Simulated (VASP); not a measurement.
A run of VASP 6.6.1 is set up as follows.

The input INCAR:

```
SYSTEM = PbS
  PREC = Accurate
  ENCUT = 520
  EDIFF = 1E-8
  ISMEAR = 0
  SIGMA = 0.01
  LREAL = .FALSE.
  LASPH = .TRUE.
  NELM = 80
  ALGO = Normal
  ISIF = 2
  LWAVE = .FALSE.
  LCHARG = .FALSE.
  GGA = PE
  NBANDS = 17
  IBRION = 8
  NSW = 1
```

The input KPOINTS:

```
Automatic mesh
0
G
  6 6 6
  0 0 0
```

File POSCAR:

```
PbS
1.0
    0.0000000000      2.9657500000      2.9657500000
    2.9657500000      0.0000000000      2.9657500000
    2.9657500000      2.9657500000      0.0000000000
Pb S
1 1
Direct
    0.0000000000      0.0000000000      0.0000000000
    0.5000000000      0.5000000000      0.5000000000
```

Potentials or basis: VASP PAW PBE potentials, release 64 (Pb_d, S).

The run is started by

```console
$ cat potpaw_PBE.64/Pb_d/POTCAR potpaw_PBE.64/S/POTCAR > POTCAR
$ mpirun -np 1 vasp_std > vasp.out
```

Task: What does it give for the highest phonon frequency at Γ, LO-TO splitting left out?

Result: 55 cm⁻¹.

Phonon frequencies in cm⁻¹ (negative: imaginary):
```tsv
q point	frequencies
(0.000, 0.000, 0.000)	0 0 0 55 55 55
```

Caveat: the cell wasn't relaxed at this level first, which shifts response properties.
